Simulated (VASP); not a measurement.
# SrCd in VASP: further runs

SrCd is run at these levels: LDA; tasks: single point.

Everything below comes from runs of VASP 6.6.1. Logs are shortened: lines on timing, memory, paths and dates and some standing lists are left out, and cuts for length are marked.

**1. The cell of the first run**

It takes space group P4/mmm (No. 123, tetragonal). The conventional cell has a = 4.043 Å, b = 4.043 Å, c = 4.003 Å, α = 90.00°, β = 90.00°, γ = 90.00°. Within 4.6 Å of Sr (site symmetry 4/mmm) lie 8 Cd at 3.49 Å and 6 Sr at 4.00 to 4.04 Å. Cd (site symmetry 4/mmm) has 8 Sr at 3.49 Å and 6 Cd at 4.00 to 4.04 Å within 4.6 Å.

**2. Single point, LDA (equal xx and yy strain of +1 %)**

Input file INCAR:

```
SYSTEM = SrCd
PREC = Accurate ; ENCUT = 520
EDIFF = 1E-6 ; ISMEAR = -1
SIGMA = 0.08 ; LREAL = .False.
LASPH = .True. ; NELM = 100
ALGO = Normal ; ISIF = 2
LWAVE = .False. ; LCHARG = .False.
NBANDS = 18
```

Input file KPOINTS:

```
regular mesh
0
Gamma
  10 10 10
  0 0 0
```

Input file POSCAR:

```
SrCd
1.0
    4.0430300000      0.0000000000      0.0000000000
    0.0000000000      4.0430300000      0.0000000000
    0.0000000000      0.0000000000      4.0030000000
Sr Cd
1 1
Direct
    0.5000000000      0.5000000000      0.5000000000
    0.0000000000      0.0000000000      0.0000000000
```

Potentials or basis: VASP PAW LDA potentials, release 64 (Sr_sv, Cd).

On the command line:

```sh
cat potpaw_LDA.64/Sr_sv/POTCAR potpaw_LDA.64/Cd/POTCAR > POTCAR
mpirun -np 1 vasp_std > vasp.out
```

OUTCAR:

```text
SYSTEM = SrCd
   PREC = Accurate
   ENCUT = 520
   EDIFF = 1E-6
   ISMEAR = -1
   LREAL = .False.
   LASPH = .True.
   NELM = 100
   ISIF = 2

 ion  position               nearest neighbor table
   1  0.500  0.500  0.500-   2 3.49   2 3.49   2 3.49   2 3.49   2 3.49   2 3.49   2 3.49   2 3.49

   2  0.000  0.000  0.000-   1 3.49   1 3.49   1 3.49   1 3.49   1 3.49   1 3.49   1 3.49   1 3.49

  LATTYP: Found a simple tetragonal cell.
 ALAT       =     4.0430300000
 C/A-ratio  =     0.9900990099

  Lattice vectors:

 A1 = (   4.0430300000,   0.0000000000,   0.0000000000)
 A2 = (   0.0000000000,   4.0430300000,   0.0000000000)
 A3 = (   0.0000000000,   0.0000000000,   4.0030000000)

Analysis of symmetry for initial positions (statically):
=====================================================================
 Subroutine PRICEL returns:
 Original cell was already a primitive cell.

 Routine SETGRP: Setting up the symmetry group for a
 simple tetragonal supercell.

 Subroutine GETGRP returns: Found 16 space group operations
 (whereof 16 operations were pure point group operations)
 out of a pool of 16 trial point group operations.

The static configuration has the point symmetry D_4h.

Analysis of symmetry for dynamics (positions and initial velocities):
=====================================================================
 Subroutine PRICEL returns:
 Original cell was already a primitive cell.

 Routine SETGRP: Setting up the symmetry group for a
 simple tetragonal supercell.

 Subroutine GETGRP returns: Found 16 space group operations
 (whereof 16 operations were pure point group operations)
 out of a pool of 16 trial point group operations.

The dynamic configuration has the point symmetry D_4h.

 Subroutine INISYM returns: Found 16 space group operations
 (whereof 16 operations are pure point group operations),
 and found     1 'primitive' translations

----------------------------------------------------------------------------------------

                                     Primitive cell

  volume of cell :      65.4334

  direct lattice vectors                    reciprocal lattice vectors
     4.043030000  0.000000000  0.000000000     0.247339248  0.000000000  0.000000000
     0.000000000  4.043030000  0.000000000     0.000000000  0.247339248  0.000000000
     0.000000000  0.000000000  4.003000000     0.000000000  0.000000000  0.249812641

  length of vectors
     4.043030000  4.043030000  4.003000000     0.247339248  0.247339248  0.249812641

  position of ions in fractional coordinates (direct lattice)
     0.500000000  0.500000000  0.500000000
     0.000000000  0.000000000  0.000000000

  ion indices of the primitive-cell ions
   primitive index   ion index
                 1           1
                 2           2

----------------------------------------------------------------------------------------

 KPOINTS: regular mesh

Automatic generation of k-mesh.
 Grid dimensions read from file:
 generate k-points for:   10   10   10

 Generating k-lattice:

  Cartesian coordinates                     Fractional coordinates (reciprocal lattice)
     0.024733925  0.000000000  0.000000000     0.100000000  0.000000000  0.000000000
     0.000000000  0.024733925  0.000000000     0.000000000  0.100000000  0.000000000
     0.000000000  0.000000000  0.024981264     0.000000000  0.000000000  0.100000000

  Length of vectors
     0.024733925  0.024733925  0.024981264

  Shift w.r.t. Gamma in fractional coordinates (k-lattice)
     0.000000000  0.000000000  0.000000000

 Subroutine IBZKPT returns following result:
 ===========================================

 Found    126 irreducible k-points:

 Following reciprocal coordinates:
            Coordinates               Weight
  0.000000  0.000000  0.000000      1.000000
  0.100000  0.000000  0.000000      4.000000
  0.200000  0.000000  0.000000      4.000000
  0.300000  0.000000  0.000000      4.000000
  0.400000  0.000000  0.000000      4.000000
  0.500000  0.000000  0.000000      2.000000
[... 16 lines left out ...]
  0.100000  0.000000  0.100000      8.000000
  0.200000  0.000000  0.100000      8.000000
 [... further k-points ...]
   k-points           NKPTS =    126   k-points in BZ     NKDIM =    126   number of bands    NBANDS=     18
   number of dos      NEDOS =    301   number of ions     NIONS =      2
   total plane-waves  NPLWV =  27000
   dimension x,y,z NGX =    30 NGY =   30 NGZ =   30
   dimension x,y,z NGXF=    60 NGYF=   60 NGZF=   60
   ions per type =               1   1
   NGX,Y,Z   is equivalent  to a cutoff of  12.34, 12.34, 12.46 a.u.
   NGXF,Y,Z  is equivalent  to a cutoff of  24.67, 24.67, 24.92 a.u.
 SYSTEM =  SrCd
   PREC   = accura    normal or accurate (medium, high low for compatibility)
   ISTART =      0    job   : 0-new  1-cont  2-samecut
   ICHARG =      2    charge: 1-file 2-atom 10-const
   ISPIN  =      1    spin polarized calculation?
   LNONCOLLINEAR =      F non collinear calculations
   LSORBIT =      F    spin-orbit coupling
   LASPH  =      T    aspherical Exc in radial PAW
   ENCUT  =  520.0 eV  38.22 Ry    6.18 a.u.   7.52  7.52  7.44*2*pi/ulx,y,z
   NELM   =    100;   NELMIN=  2; NELMDL= -5     # of ELM steps
   EDIFF  = 0.1E-05   stopping-criterion for ELM
   LREAL  =      F    real-space projection
   EDIFFG = 0.1E-04   stopping-criterion for IOM
   NSW    =      0    number of steps for IOM
   IBRION =     -1    ionic relax: 0-MD 1-quasi-New 2-CG
   NFREE  =      0    steps in history (QN), initial steepest desc. (CG)
   ISIF   =      2    stress and relaxation
   ISYM   =      2    0-nonsym 1-usesym 2-fastsym
   POTIM  = 0.5000    time-step for ionic-motion
   TEBEG  =    0.0;   TEEND  =   0.0 temperature during run
   PSTRESS=    0.0 pullay stress
   NELECT =      22.0000    total number of electrons
   NUPDOWN=      -1.0000    fix difference up-down
   EMIN   =  10.00;   EMAX   =-10.00  energy-range for DOS
   EFERMI =   0.00;   METHOD = LEGACY
   ISMEAR =    -1;   SIGMA  =   0.08  broadening in eV -4-tet -1-fermi 0-gaus
   EFERMI_NEDOS =   21; number of points for ismear=-14 and -15
   IALGO  =     38    algorithm
   IMIX   =      4    mixing-type and parameters
     AMIX     =   0.40;   BMIX     =  1.00
     AMIX_MAG =   1.60;   BMIX_MAG =  1.00
  volume/ion in A,a.u.               =      32.72       220.78
  Fermi-wavevector in a.u.,A,eV,Ry     =   1.138368  2.151203 17.631531  1.295881
  Thomas-Fermi vector in A             =   2.275072
   LORBIT       =      0    0 simple, 1 ext, 2 COOP (PROOUT), +10 PAW based schemes
   GGA     = CA    functional components
   LHFCALC =     F    Hartree Fock is set to
   AEXX    =    0.0000 exact exchange contribution
   IVDW    =     0    specifies the selected vdW correction
   LEPSILON=     F    determine dielectric tensor
   LRPA    =     F    only Hartree local field effects (RPA)
 non-spin polarized calculation
  energy-cutoff  :      520.00
  volume of cell :       65.43
 maximum number of plane-waves:      1787
   NGX = 15   NGY = 15   NGZ = 15

 number of electron      21.9999992 magnetization

 Free energy of the ion-electron system (eV)
  ---------------------------------------------------
  ext. energy  EPLUGINS =         0.00000000
  ---------------------------------------------------
  free energy    TOTEN  =        -4.08342056 eV

  energy without entropy =       -4.05667225  energy(sigma->0) =       -4.07004641

 E-fermi :   1.9773     XC(G=0):  -9.3526

 val. band max:        1.9684248848   @ k =   0.5000   0.5000   0.0000
 cond. band min:       1.9848360504   @ k =   0.5000   0.0000   0.5000
 fundamental gap:      0.0164111656
 Fermi energy:         1.9772550812

 k-point     1 :       0.0000    0.0000    0.0000
  band No.  band energies     occupation
      1     -33.6595      2.00000
      2     -15.6982      2.00000
      3     -15.6982      2.00000
      4     -15.6923      2.00000
      5      -6.6214      2.00000
      6      -6.6192      2.00000
[... 10 lines left out ...]
     17       7.0882      0.00000
     18       7.0882      0.00000

 k-point     2 :       0.1000    0.0000    0.0000
  band No.  band energies     occupation
      1     -33.6585      2.00000
      2     -15.7192      2.00000
      3     -15.6967      2.00000
      4     -15.6909      2.00000
      5      -6.6185      2.00000
      6      -6.6042      2.00000
[... 10 lines left out ...]
     17       7.4528      0.00000
     18       7.5257      0.00000

 k-point     3 :       0.2000    0.0000    0.0000
  band No.  band energies     occupation
      1     -33.6558      2.00000
      2     -15.7735      2.00000
      3     -15.6928      2.00000
      4     -15.6869      2.00000
      5      -6.6121      2.00000
      6      -6.5640      2.00000
[... 10 lines left out ...]
     17       8.2228      0.00000
     18       8.3092      0.00000

 k-point     4 :       0.3000    0.0000    0.0000
  band No.  band energies     occupation
      1     -33.6524      2.00000
      2     -15.8394      2.00000
      3     -15.6879      2.00000
      4     -15.6821      2.00000
      5      -6.6042      2.00000
      6      -6.5145      2.00000
[... 375 lines left out ...]
      4     -15.6965      2.00000
      5      -6.6166      2.00000
      6      -6.6050      2.00000
[... 10 lines left out ...]
     17       7.4859      0.00000
     18       7.4859      0.00000

 k-point    23 :       0.1000    0.0000    0.1000
  band No.  band energies     occupation
      1     -33.6573      2.00000
      2     -15.7182      2.00000
      3     -15.7126      2.00000
      4     -15.6950      2.00000
      5      -6.6084      2.00000
      6      -6.5957      2.00000
[... 10 lines left out ...]
     17       7.3566      0.00000
     18       7.8937      0.00000

 k-point    24 :       0.2000    0.0000    0.1000
  band No.  band energies     occupation
      1     -33.6546      2.00000
      2     -15.7712      2.00000
      3     -15.7088      2.00000
      4     -15.6909      2.00000
      5      -6.6007      2.00000
      6      -6.5575      2.00000
[... 10 lines left out ...]
     17       7.7855      0.00000
     18       8.5837      0.00000

 [... further k-points ...]

------------------------ aborting loop because EDIFF is reached ----------------------------------------

  FORCE on cell =-STRESS in cart. coord.  units (eV):
  Direction    XX          YY          ZZ          XY          YZ          ZX
  --------------------------------------------------------------------------------------
  -------------------------------------------------------------------------------------
  Total       -1.0179190     -1.0179190     -0.9047268      0.0000000      0.0000000      0.0000000
  in kB      -24.9243749    -24.9243749    -22.1527939      0.0000000      0.0000000      0.0000000
  external PRESSURE =     -24.0005145 kB  Pullay stress =       0.0000000 kB

 VOLUME and BASIS-vectors are now :
 -----------------------------------------------------------------------------
  energy-cutoff  :      520.00
  volume of cell :       65.43
      direct lattice vectors                 reciprocal lattice vectors
     4.043030000  0.000000000  0.000000000     0.247339248  0.000000000  0.000000000
     0.000000000  4.043030000  0.000000000     0.000000000  0.247339248  0.000000000
     0.000000000  0.000000000  4.003000000     0.000000000  0.000000000  0.249812641

 POSITION                                       TOTAL-FORCE (eV/Angst)
 -----------------------------------------------------------------------------------
      2.02151      2.02151      2.00150         0.000000      0.000000      0.000000
      0.00000      0.00000      0.00000         0.000000      0.000000      0.000000
 -----------------------------------------------------------------------------------
    total drift:                                0.000000      0.000000     -0.000000

  FREE ENERGIE OF THE ION-ELECTRON SYSTEM (eV)
  ---------------------------------------------------
  free  energy   TOTEN  =        -4.0834205601 eV

  energy  without entropy=       -4.0566722526  energy(sigma->0) =       -4.07004641
```

It took 48 s on 1 thread of Intel Xeon 6975P-C (Granite Rapids), shared host; peak memory 0.26 GiB.

Results:

* Free energy: -4.0834 eV
* Pressure: -2.4 GPa
* Band gap on the k mesh: zero (band 11 reaches 3.30 eV, above the bottom of band 12 at 1.22 eV)

Levels at points of the mesh, in eV from the Fermi level:
```
           k point  band 8  band 9  band 10  band 11  band 12  band 13  band 14  band 15
(0.00, 0.00, 0.00)   -8.45   -8.45    -5.77     1.32     1.33     3.87     3.87     4.04
(0.50, 0.00, 0.00)   -8.44   -8.44    -3.63    -2.40     1.70     2.15     2.27     5.16
(0.50, 0.50, 0.00)   -8.51   -8.34    -3.19    -0.01    -0.01     1.03     3.83     3.83
(0.00, 0.00, 0.50)   -8.45   -8.43    -3.57    -2.37     1.73     2.15     2.15     5.12
(0.50, 0.00, 0.50)   -8.51   -8.33    -3.14     0.01     0.04     1.08     3.73     3.77
(0.50, 0.50, 0.50)   -8.33   -8.32    -0.89    -0.75    -0.75    -0.74     4.57     4.57
```

Caveat: the cell differs from its parent crystal (equal xx and yy strain of +1 %).

**3. Single point, LDA (equal xx and yy strain of +2 %)**

Input file INCAR:

```
ALGO = Normal
EDIFF = 1E-6
ENCUT = 520
ISIF = 2
ISMEAR = -1
LASPH = True
LCHARG = False
LREAL = False
LWAVE = False
NBANDS = 18
NELM = 60
PREC = Accurate
SIGMA = 0.08
```

Input file KPOINTS:

```
k-points
0
Gamma
  10 10 10
```

Input file POSCAR:

```
SrCd
1.0
    4.0830600000      0.0000000000      0.0000000000
    0.0000000000      4.0830600000      0.0000000000
    0.0000000000      0.0000000000      4.0030000000
Sr Cd
1 1
Direct
    0.5000000000      0.5000000000      0.5000000000
    0.0000000000      0.0000000000      0.0000000000
```

Potentials or basis: VASP PAW LDA potentials, release 64 (Sr_sv, Cd).

On the command line:

```sh
cat potpaw_LDA.64/Sr_sv/POTCAR potpaw_LDA.64/Cd/POTCAR > POTCAR
mpirun -np 1 vasp_std > vasp.out
```

Run time: 49 s. Hardware: 1 thread of Intel Xeon 6975P-C (Granite Rapids), shared host; peak memory 0.26 GiB.

Results (log left out):

```
Free energy            : -4.0612 eV
Pressure               : -2.8 GPa
Band gap on the k mesh : zero (band 11 reaches 3.21 eV, above the bottom of band 12 at 1.17 eV)
```

Stress tensor (GPa, compression positive):
```
-2.98  0.00  0.00
 0.00 -2.98  0.00
 0.00  0.00 -2.44
```

Levels at points of the mesh, in eV from the Fermi level:
```tsv
k point	band 9	band 10	band 11	band 12	band 13	band 14
(0.00, 0.00, 0.00)	-8.44	-5.71	1.32	1.32	3.75	3.75
(0.50, 0.00, 0.00)	-8.43	-3.64	-2.39	1.69	2.09	2.34
(0.50, 0.50, 0.00)	-8.33	-3.19	-0.04	-0.04	0.96	3.82
(0.00, 0.00, 0.50)	-8.41	-3.53	-2.33	1.75	2.10	2.10
(0.50, 0.00, 0.50)	-8.32	-3.10	-0.01	0.05	1.07	3.63
(0.50, 0.50, 0.50)	-8.31	-0.94	-0.72	-0.72	-0.70	4.47
```

Caveat: the cell differs from its parent crystal (equal xx and yy strain of +2 %).

**4. Single point, LDA (equal xy, yz and zx shear strains of -2 %)**

Input file INCAR:

```
PREC = Accurate ; ENCUT = 520
EDIFF = 1E-7 ; ISMEAR = -1
SIGMA = 0.08 ; LREAL = F
LASPH = T ; NELM = 100
ALGO = Normal ; ISIF = 2
LWAVE = F ; LCHARG = T
GGA = CA ; LELF = T
LVHAR = T ; NBANDS = 18
```

Input file KPOINTS:

```
regular mesh
0
Gamma
  10 10 10
```

Input file POSCAR:

```
SrCd
1.0
    4.0030000000     -0.0400300000     -0.0400300000
   -0.0400300000      4.0030000000     -0.0400300000
   -0.0400300000     -0.0400300000      4.0030000000
Sr Cd
1 1
Direct
    0.5000000000      0.5000000000      0.5000000000
    0.0000000000      0.0000000000      0.0000000000
```

On the command line:

```sh
cat potpaw_LDA.64/Sr_sv/POTCAR potpaw_LDA.64/Cd/POTCAR > POTCAR
mpirun -np 1 vasp_std > vasp.out
```

It took 84 s on 1 thread of AMD EPYC 7R43 (Zen 3), shared host; peak memory 0.22 GiB.

The run converged. Its results:

| Item | Value |
| --- | --- |
| Free energy | -4.0965 eV |
| Pressure | -1.9 GPa |
| Band gap on the k mesh | zero (band 11 reaches 3.40 eV, above the bottom of band 12 at 1.25 eV) |

Stress tensor (GPa, compression positive):
```
-1.92  0.43  0.43
 0.43 -1.92  0.43
 0.43  0.43 -1.92
```

Levels at points of the mesh, in eV from the Fermi level:
| k point | band 9 | band 10 | band 11 | band 12 | band 13 | band 14 |
| --- | --- | --- | --- | --- | --- | --- |
| (0.00, 0.00, 0.00) | -8.46 | -5.83 | 1.33 | 1.33 | 3.99 | 4.01 |
| (0.50, 0.00, 0.00) | -8.45 | -3.62 | -2.42 | 1.69 | 2.13 | 2.31 |
| (0.50, 0.50, 0.00) | -8.34 | -3.18 | -0.05 | 0.11 | 1.09 | 3.80 |
| (0.50, 0.50, 0.50) | -8.34 | -0.85 | -0.82 | -0.82 | -0.73 | 4.58 |

Caveat: the cell differs from its parent crystal (equal xy, yz and zx shear strains of -2 %).

**5. The runs side by side**

```csv
cell,gap on the mesh (eV),pressure (GPa)
"a = 4.043, b = 4.043, c = 4.003 Å, 2 atoms",none,-2.4
"a = 4.083, b = 4.083, c = 4.003 Å, 2 atoms",none,-2.8
"a = 4.003 Å, angles 91.1°, 2 atoms",none,-1.9
```

Alike in all rows: task single point; level LDA; potentials or basis VASP PAW LDA potentials, release 64 (Sr_sv, Cd); no spin polarisation; k mesh 10 × 10 × 10; cutoff (eV) 520; smearing fermi-dirac 0.08 eV.

Absolute energies hang on the potentials; compare differences alone.
